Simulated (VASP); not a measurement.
A run of VASP 6.6.1 is set up as follows.

The input INCAR:

```
SYSTEM = SiC
PREC = Accurate
ENCUT = 520
EDIFF = 1E-7
ISMEAR = 0
SIGMA = 0.05
LREAL = .FALSE.
LASPH = .TRUE.
NELM = 60
ALGO = Normal
ISIF = 2
LWAVE = .FALSE.
LCHARG = .FALSE.
GGA = PE
NBANDS = 11
```

The input KPOINTS:

```
regular mesh
0
G
  12 12 12
  0 0 0
```

The input POSCAR:

```
SiC
1.0
    0.0000000000      2.2392200000      2.2066100000
    2.2392200000      0.0000000000      2.2066100000
    2.2392200000      2.2392200000      0.0000000000
Si C
1 1
Direct
    0.0000000000      0.0000000000      0.0000000000
    0.7500000000      0.7500000000      0.7500000000
```

Potentials or basis: VASP PAW PBE potentials, release 64 (Si, C).

Launch:

```console
$ cat potpaw_PBE.64/Si/POTCAR potpaw_PBE.64/C/POTCAR > POTCAR
$ mpirun -np 1 vasp_std > vasp.out
```

(1) Estimate the band gap on the k mesh.

(2) What does it give for the pressure?

## Answers

(1) 1.27 eV, indirect (least direct gap 4.45 eV).

(2) -10.1 GPa.

Caveat: the cell differs from its parent crystal (strain +0.030 along x and y, +0.015 along z).
